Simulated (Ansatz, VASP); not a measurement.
**One calculation of RbGe4N2, two programs**

```
Rb Ge N
1.0
     3.14295    0.00000    0.00000
    -1.57148    2.72188    0.00000
     0.00000    0.00000   14.69197
Rb Ge N
1 4 2
Cartesian
  0.0000 0.0000 7.3460
  1.5715 0.9073 4.3708
  0.0000 1.8146 10.3212
  0.0000 1.8146 13.5645
  1.5715 0.9073 1.1275
  0.0000 0.0000 3.5501
  0.0000 0.0000 11.1419
```

Change from the starting cell: species swapped into the Ta2AgS4 type (P-3m1, No. 164).

Alike in both runs: functional PBE; k mesh 15 × 15 × 4; occupations gaussian, width 0.1 eV; no spin polarisation.

Ansatz relaxed the structure, and its values are those at the end. VASP's run is a single point on that final structure, the one shown.

```csv
,VASP,Ansatz
version,VASP 6.6.1,Ansatz 0.2.0
potentials or method,"VASP PAW PBE potentials, release 64 (Rb_sv, Ge_d, N), cutoff 520 eV","scalar-relativistic, plane waves, PAW"
valence electrons in the cell,75,75
```

|  | VASP | Ansatz | Ansatz less VASP |
| --- | --- | --- | --- |
| gap on the k mesh at the Fermi level (eV) | none | none | - |
| pressure (GPa) | 0.0 | 0.0 | -0.04 |
| rms of the force components (eV/Å) | 0.003 | 0.000 | -0.0030 |

A gap of «none» marks a metal or a gap that the smearing closes. The functional is the same, so the differences come from potentials, cutoffs and numerics.
